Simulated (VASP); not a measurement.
# C (Fd-3m) in VASP: a series of runs, part 2 of 2

VASP 6.6.1. The steps go on from the part before.

**5. Single point, PBE+D3(BJ) (5.79 Å³/atom)**

This run uses another cell than the first one, of 5.79 Å³/atom.

The input, INCAR:

```
  PREC = Accurate
  ENCUT = 600
  EDIFF = 1E-6
  ISMEAR = 0
  SIGMA = 0.02
  LREAL = False
  LASPH = True
  NELM = 120
  ALGO = Normal
  ISIF = 2
  LWAVE = False
  LCHARG = False
  GGA = PE
  IVDW = 12
  NBANDS = 11
  GGA_COMPAT = False
```

The input, KPOINTS:

```
Automatic mesh
0
Gamma
  12 12 12
```

The input, POSCAR:

```
C
1.0
    0.0000000000      1.7960537614      1.7960537614
    1.7960537614      0.0000000000      1.7960537614
    1.7960537614      1.7960537614      0.0000000000
C
2
Direct
    0.0000000000      0.0000000000      0.0000000000
    0.2500000000      0.2500000000      0.2500000000
```

Potentials or basis: VASP PAW PBE potentials, release 64 (C).

On the command line:

```bash
> cat potpaw_PBE.64/C/POTCAR > POTCAR
> mpirun -np 1 vasp_std > vasp.out
```

OUTCAR:

```text
PREC = Accurate
   ENCUT = 600
   EDIFF = 1E-6
   ISMEAR = 0
   LREAL = False
   LASPH = True
   NELM = 120
   ISIF = 2
   GGA = PE
   IVDW = 12
 IVDW          = 12

 ion  position               nearest neighbor table
   1  0.000  0.000  0.000-   2 1.56   2 1.56   2 1.56   2 1.56
   2  0.250  0.250  0.250-   1 1.56   1 1.56   1 1.56   1 1.56

  LATTYP: Found a face centered cubic cell.
 ALAT       =     3.5921075228

  Lattice vectors:

 A1 = (   0.0000000000,   1.7960537614,   1.7960537614)
 A2 = (   1.7960537614,   0.0000000000,   1.7960537614)
 A3 = (   1.7960537614,   1.7960537614,   0.0000000000)

Analysis of symmetry for initial positions (statically):
=====================================================================
 Subroutine PRICEL returns:
 Original cell was already a primitive cell.

 Routine SETGRP: Setting up the symmetry group for a
 face centered cubic supercell.

 Subroutine GETGRP returns: Found 48 space group operations
 (whereof 24 operations were pure point group operations)
 out of a pool of 48 trial point group operations.

The static configuration has the point symmetry T_d .
 The point group associated with its full space group is O_h .

Analysis of symmetry for dynamics (positions and initial velocities):
=====================================================================
 Subroutine PRICEL returns:
 Original cell was already a primitive cell.

 Routine SETGRP: Setting up the symmetry group for a
 face centered cubic supercell.

 Subroutine GETGRP returns: Found 48 space group operations
 (whereof 24 operations were pure point group operations)
 out of a pool of 48 trial point group operations.

The dynamic configuration has the point symmetry T_d .
 The point group associated with its full space group is O_h .

 Subroutine INISYM returns: Found 48 space group operations
 (whereof 24 operations are pure point group operations),
 and found     1 'primitive' translations

----------------------------------------------------------------------------------------

                                     Primitive cell

  volume of cell :      11.5875

  direct lattice vectors                    reciprocal lattice vectors
     0.000000000  1.796053761  1.796053761    -0.278388103  0.278388103  0.278388103
     1.796053761  0.000000000  1.796053761     0.278388103 -0.278388103  0.278388103
     1.796053761  1.796053761  0.000000000     0.278388103  0.278388103 -0.278388103

  length of vectors
     2.540003588  2.540003588  2.540003588     0.482182339  0.482182339  0.482182339

  position of ions in fractional coordinates (direct lattice)
     0.000000000  0.000000000  0.000000000
     0.250000000  0.250000000  0.250000000

  ion indices of the primitive-cell ions
   primitive index   ion index
                 1           1
                 2           2

----------------------------------------------------------------------------------------

 KPOINTS: Automatic mesh

Automatic generation of k-mesh.
 Grid dimensions read from file:
 generate k-points for:   12   12   12

 Generating k-lattice:

  Cartesian coordinates                     Fractional coordinates (reciprocal lattice)
    -0.023199009  0.023199009  0.023199009     0.083333333  0.000000000  0.000000000
     0.023199009 -0.023199009  0.023199009     0.000000000  0.083333333  0.000000000
     0.023199009  0.023199009 -0.023199009     0.000000000  0.000000000  0.083333333

[... 39 lines left out ...]
   number of dos      NEDOS =    301   number of ions     NIONS =      2
   total plane-waves  NPLWV =   8000
   dimension x,y,z NGX =    20 NGY =   20 NGZ =   20
   dimension x,y,z NGXF=    40 NGYF=   40 NGZF=   40
   ions per type =               2
   NGX,Y,Z   is equivalent  to a cutoff of  13.09, 13.09, 13.09 a.u.
   NGXF,Y,Z  is equivalent  to a cutoff of  26.18, 26.18, 26.18 a.u.
 SYSTEM =  unknown system
   PREC   = accura    normal or accurate (medium, high low for compatibility)
   ISTART =      0    job   : 0-new  1-cont  2-samecut
   ICHARG =      2    charge: 1-file 2-atom 10-const
   ISPIN  =      1    spin polarized calculation?
   LNONCOLLINEAR =      F non collinear calculations
   LSORBIT =      F    spin-orbit coupling
   LASPH  =      T    aspherical Exc in radial PAW
   ENCUT  =  600.0 eV  44.10 Ry    6.64 a.u.   5.07  5.07  5.07*2*pi/ulx,y,z
   NELM   =    120;   NELMIN=  2; NELMDL= -5     # of ELM steps
   EDIFF  = 0.1E-05   stopping-criterion for ELM
   LREAL  =      F    real-space projection
   EDIFFG = 0.1E-04   stopping-criterion for IOM
   NSW    =      0    number of steps for IOM
   IBRION =     -1    ionic relax: 0-MD 1-quasi-New 2-CG
   NFREE  =      0    steps in history (QN), initial steepest desc. (CG)
   ISIF   =      2    stress and relaxation
   ISYM   =      2    0-nonsym 1-usesym 2-fastsym
   POTIM  = 0.5000    time-step for ionic-motion
   TEBEG  =    0.0;   TEEND  =   0.0 temperature during run
   PSTRESS=    0.0 pullay stress
   NELECT =       8.0000    total number of electrons
   NUPDOWN=      -1.0000    fix difference up-down
   EMIN   =  10.00;   EMAX   =-10.00  energy-range for DOS
   EFERMI =   0.00;   METHOD = LEGACY
   ISMEAR =     0;   SIGMA  =   0.02  broadening in eV -4-tet -1-fermi 0-gaus
   EFERMI_NEDOS =   21; number of points for ismear=-14 and -15
   IALGO  =     38    algorithm
   IMIX   =      4    mixing-type and parameters
     AMIX     =   0.40;   BMIX     =  1.00
     AMIX_MAG =   1.60;   BMIX_MAG =  1.00
  volume/ion in A,a.u.               =       5.79        39.10
  Fermi-wavevector in a.u.,A,eV,Ry     =   1.446912  2.734267 28.484542  2.093555
  Thomas-Fermi vector in A             =   2.564927
   LORBIT       =      0    0 simple, 1 ext, 2 COOP (PROOUT), +10 PAW based schemes
   GGA     = PE    functional components
   LHFCALC =     F    Hartree Fock is set to
   AEXX    =    0.0000 exact exchange contribution
   IVDW    =    12    specifies the selected vdW correction
   LEPSILON=     F    determine dielectric tensor
   LRPA    =     F    only Hartree local field effects (RPA)
 non-spin polarized calculation
 Gauss-broadening in eV      SIGMA  =   0.02
  energy-cutoff  :      600.00
  volume of cell :       11.59
 maximum number of plane-waves:       397
   NGX = 11   NGY = 11   NGZ = 11

 number of electron       8.0000000 magnetization

 Free energy of the ion-electron system (eV)
  ---------------------------------------------------
  ext. energy  EPLUGINS =         0.00000000
  ---------------------------------------------------
  free energy    TOTEN  =       -18.18676425 eV

  energy without entropy =      -18.18676425  energy(sigma->0) =      -18.18676425

 E-fermi :   9.5320     XC(G=0): -13.1442

 val. band max:        9.4230271279   @ k =   0.0000   0.0000   0.0000
 cond. band min:      13.5287826854   @ k =   0.3333   0.3333   0.0000
 fundamental gap:      4.1057555575
 Fermi energy:         9.5319803555

 k-point     1 :       0.0000    0.0000    0.0000
  band No.  band energies     occupation
      1     -11.7697      2.00000
      2       9.4230      2.00000
      3       9.4230      2.00000
      4       9.4230      2.00000
      5      14.9550      0.00000
      6      14.9550      0.00000
      7      14.9550      0.00000
      8      22.2703      0.00000
      9      28.4487      0.00000
     10      35.7272      0.00000
     11      35.7272      0.00000
[... 309 lines left out ...]
 k-point    24 :      -0.4167    0.1667    0.0000
  band No.  band energies     occupation
      1      -5.7060      2.00000
      2      -2.8972      2.00000
      3       4.0378      2.00000
      4       5.9083      2.00000
      5      16.8673      0.00000
      6      19.5163      0.00000
      7      20.3559      0.00000
      8      24.6065      0.00000
      9      28.6279      0.00000
     10      33.3748      0.00000
     11      33.5923      0.00000

 [... further k-points ...]

------------------------ aborting loop because EDIFF is reached ----------------------------------------

 Edisp (eV)   -0.37459

 E8    (eV) :    -0.1079

  FORCE on cell =-STRESS in cart. coord.  units (eV):
  Direction    XX          YY          ZZ          XY          YZ          ZX
  --------------------------------------------------------------------------------------
  -------------------------------------------------------------------------------------
  Total      -0.89701    -0.89701    -0.89701    -0.00000     0.00000     0.00000
  in kB    -124.02843  -124.02843  -124.02843    -0.00000     0.00000     0.00000
  external pressure =     -124.03 kB  Pullay stress =        0.00 kB

 VOLUME and BASIS-vectors are now :
 -----------------------------------------------------------------------------
  energy-cutoff  :      600.00
  volume of cell :       11.59
      direct lattice vectors                 reciprocal lattice vectors
     0.000000000  1.796053761  1.796053761    -0.278388103  0.278388103  0.278388103
     1.796053761  0.000000000  1.796053761     0.278388103 -0.278388103  0.278388103
     1.796053761  1.796053761  0.000000000     0.278388103  0.278388103 -0.278388103

 POSITION                                       TOTAL-FORCE (eV/Angst)
 -----------------------------------------------------------------------------------
      0.00000      0.00000      0.00000        -0.000000      0.000000     -0.000000
      0.89803      0.89803      0.89803         0.000000     -0.000000      0.000000
 -----------------------------------------------------------------------------------
    total drift:                                0.000000      0.000000      0.000000

  FREE ENERGIE OF THE ION-ELECTRON SYSTEM (eV)
  ---------------------------------------------------
  free  energy   TOTEN  =       -18.5613543114 eV

  energy  without entropy=      -18.5613543114  energy(sigma->0) =      -18.56135431
```

Run time: 13 s. Hardware: 1 thread of Intel Xeon 8259CL, shared host; peak memory 0.13 GiB.

Results:

```yaml
Free_energy: -18.5614 eV
Pressure: -12.4 GPa
Band_gap_on_the_k_mesh: 4.11 eV (least direct gap 5.53 eV)
Dispersion_energy_per_atom: -0.187 eV
```

Levels at points of the mesh, in eV from the valence-band top:
```
           k point  band 1  band 2  band 3  band 4  band 5  band 6  band 7  band 8  band 9
(0.00, 0.00, 0.00)  -21.19    0.00    0.00    0.00    5.53    5.53    5.53   12.85   19.03
(0.50, 0.00, 0.00)  -15.54  -13.14   -2.75   -2.75    8.37    8.37    8.56   15.50   21.58
(0.50, 0.50, 0.00)  -12.62  -12.62   -6.17   -6.17    4.72    4.72   16.48   16.48   22.83
```

Caveat: the cell stands under tension.

**6. Summary**

```tsv
cell	gap on the mesh (eV)	pressure (GPa)
a = 2.490 Å, angles 60.0°, 2 atoms	4.24	14.3
a = 2.464 Å, angles 60.0°, 2 atoms	4.32	30.8
a = 2.437 Å, angles 60.0°, 2 atoms	4.39	49.8
a = 2.540 Å, angles 60.0°, 2 atoms	4.11	-12.4
```

Alike in all rows: task single point; level PBE+D3(BJ); potentials or basis VASP PAW PBE potentials, release 64 (C); no spin polarisation; k mesh 12 × 12 × 12; cutoff (eV) 600; smearing gaussian 0.02 eV.

Caveats: the cell stands under pressure (at least some runs); the cell stands under tension (at least some runs).

Total energies depend on the potentials used, so only differences within one code and one set of settings carry meaning.
